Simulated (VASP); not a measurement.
The system is InPd.

```xyz
2
Lattice="3.2936 0.0000 0.0000 0.0000 3.2936 0.0000 0.0000 0.0000 3.2936" Properties=species:S:1:pos:R:3 pbc="T T T"
In    0.0000    0.0000    0.0000
Pd    1.6468    1.6468    1.6468
```

Base run:

* Program: VASP 6.6.1
* Functional: PBE
* Potentials or basis: VASP PAW PBE potentials, release 64 (In_d, Pd)
* Cutoff: 520 eV
* k mesh: 8 × 8 × 8
* Occupations: fermi-dirac, width 0.05 eV
* Spin: no spin polarisation

Its results: pressure 1.1 GPa.

Q: After a change of settings the same cell gave: pressure -2.5 GPa. Which change was it?
A. functional from PBE to LDA; potentials or basis from VASP PAW PBE potentials, release 64 (In_d, Pd) to VASP PAW LDA potentials, release 64 (In_d, Pd)
B. further incar settings from ALGO = Normal; EDIFF = 1e-06; NBANDS = 18 to ALGO = Fast; EDIFF = 1e-06; NBANDS = 18
C. functional from PBE to r2SCAN

A: C.

Caveats: the PAW data sets were made with another functional, which shifts forces and pressure a little (some runs).
